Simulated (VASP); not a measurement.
Write the native input for VASP 6.6.1 that does the following.

```
Task                   : single point
Functional             : PBE
Potentials or basis    : VASP PAW PBE potentials, release 64 (W_sv, S)
Cutoff                 : 400 eV
k mesh                 : 6 × 6 × 1
Occupations            : gaussian, width 0.1 eV
Spin                   : no spin polarisation
Dipole correction      : yes
Further INCAR settings : ALGO = Normal; EDIFF = 1e-06; NBANDS = 35; NELMDL = -8
```

The structure of WS2 lies in POSCAR:

```
WS2
1.0
    6.5483144289      0.0864371449      0.0000000000
   -1.5992363990      2.7706998692      0.0000000000
    0.0000000000      0.0000000000     30.5745096760
W S
2 4
Direct
    0.0517413674      0.0514092691      0.2803560500
    0.4483206660      0.9486155303      0.2756622218
    0.1648196314      0.6647364522      0.3351565922
    0.6697982845      0.6697953380      0.3214777602
    0.3351394481      0.3352347025      0.2208598946
    0.8301806025      0.3302087081      0.2345436675
```

These files were run (other wordings do the same):

INCAR

```
ALGO = Normal
DIPOL = 0.5 0.5 0.278
EDIFF = 1E-6
ENCUT = 400
GGA = PE
GGA_COMPAT = F
IDIPOL = 3
ISIF = 2
ISMEAR = 0
LASPH = T
LCHARG = F
LDIPOL = T
LREAL = F
LWAVE = F
NBANDS = 35
NELM = 120
NELMDL = -8
PREC = Accurate
SIGMA = 0.1
```

KPOINTS

```
k-points
0
Gamma
  6 6 1
```

Potentials or basis: VASP PAW PBE potentials, release 64 (W_sv, S).

The run is started by

```bash
$ cat potpaw_PBE.64/W_sv/POTCAR potpaw_PBE.64/S/POTCAR > POTCAR
$ mpirun -np 1 vasp_std > vasp.out
```

It gave:

| Quantity | Value |
| --- | --- |
| Largest force | 0.036 eV/Å |
| Band gap on the k mesh | 0.18 eV |

Caveat: spin-orbit coupling is left out, which moves the levels of the heavy elements.

Run time: 19 min on 1 thread of Oxide Virtual Turin-like Processor, on a shared host, peak memory 0.59 GiB.
